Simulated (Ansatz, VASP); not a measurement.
# One calculation of KNa3Ge, two programs

File INCAR:

```
SYSTEM = KNa3Ge
ALGO = Normal
EDIFF = 1E-7
EDIFFG = -0.04
ENCUT = 600
GGA = PE
IBRION = 2
ISIF = 3
ISMEAR = 0
LASPH = .TRUE.
LCHARG = .FALSE.
LREAL = .FALSE.
LWAVE = .FALSE.
NELM = 100
NSW = 90
PREC = Accurate
SIGMA = 0.1
```

File KPOINTS:

```
k-points
0
G
  4 4 4
  0 0 0
```

Contents of POSCAR:

```
KNa3Ge
1.0
    5.1061290100      0.0000000000      0.0000000000
    0.0000000000      5.1061290100      0.0000000000
    0.0000000000      0.0000000000      5.1061290100
K Na Ge
1 3 1
Direct
    0.0000000000      0.0000000000      0.0000000000
    0.0000000000      0.5000000000      0.5000000000
    0.5000000000      0.0000000000      0.5000000000
    0.5000000000      0.5000000000      0.0000000000
    0.5000000000      0.5000000000      0.5000000000
```

Input for Ansatz:

```yaml
crystal:
  lattice:
    - [5.10612901, 0.0, 0.0]
    - [0.0, 5.10612901, 0.0]
    - [0.0, 0.0, 5.10612901]
  atoms:
    - { symbol: K, position: [0.0, 0.0, 0.0] }
    - { symbol: Na, position: [0.0, 0.5, 0.5] }
    - { symbol: Na, position: [0.5, 0.0, 0.5] }
    - { symbol: Na, position: [0.5, 0.5, 0.0] }
    - { symbol: Ge, position: [0.5, 0.5, 0.5] }
basis:
  ecutwfc: 420
kpoints:
  mp_grid: { grid: [4, 4, 4] }
hamiltonian:
  xc: pbe
scf:
  occupations: { method: gaussian, width: 0.1 }
  lower_state_search: "off"
output:
  forces: true
  stress: true
  eigenvalues: true
relax:
  adjacent_minimum: "off"
  f_tol: 0.04
  max_steps: 70
  cell: { stress_tol: 0.4 }
```

Alike in both runs: task relaxation of cell and atoms; functional PBE; k mesh 4 × 4 × 4; occupations gaussian, width 0.1 eV; no spin polarisation.

|  | VASP | Ansatz |
| --- | --- | --- |
| version | VASP 6.6.1 | Ansatz 0.2.0 |
| potentials or method | VASP PAW PBE potentials, release 64 (K_sv, Na_pv, Ge_d), cutoff 600 eV | scalar-relativistic, plane waves, PAW |
| valence electrons in the cell | 44 | 50 |

Ansatz gave:

- gap on the k mesh at the Fermi level, each at its own relaxed structure (eV): none
- relaxed volume (Å³/atom): 38.38
- relaxed cell length with the largest relative difference (Å): 5.768

**Question.** Estimate VASP's values.

**Answer.** gap on the k mesh at the Fermi level, each at its own relaxed structure (eV): none; relaxed volume (Å³/atom): 38.47; relaxed cell length with the largest relative difference (Å): 5.773.

A gap of «none» marks a metal or a gap that the smearing closes. VASP's potentials hold 44 valence electrons a cell and Ansatz's 50, so a difference there can come from the potentials and not from the codes.

Noted on VASP's run: the volume moved by over 15 % at a fixed basis, so the end points are rough.
